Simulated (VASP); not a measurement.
Runs of VASP 6.6.1 on NaOs. The structure is that of space group R-3m (No. 166), or close to it. The cells are those of the table. The cell was generated, and may not be a known phase.

```tsv
task	cell	k mesh	cutoff (eV)	gap on the mesh (eV)	pressure (GPa)
single point	a = 5.476 Å, angles 28.5°, 2 atoms	24 × 24 × 24	520	none	(a)
relaxation of cell and atoms	relaxed from a = 5.501 Å, angles 36.1°, 2 atoms	6 × 6 × 6	600	none	-0.1
single point	a = 5.501 Å, angles 36.1°, 2 atoms	6 × 6 × 6	520	none	-17.3
single point	a = 5.477 Å, angles 28.5°, 2 atoms	6 × 6 × 6	520	none	-0.3
```

Alike in all rows: level PBE; potentials or basis VASP PAW PBE potentials, release 64 (Na_pv, Os); no spin polarisation; smearing gaussian 0.1 eV.

Problem. Fill in the values left out.

Solution. (a) -0.2.

Caveats: some runs use coarse meshes; spin-orbit coupling is left out, which moves the levels of the heavy elements.

A k mesh can miss the band edges, and the runs leave out spin-orbit coupling on Os.

A gap of «none» marks levels without a gap at the run's occupations.
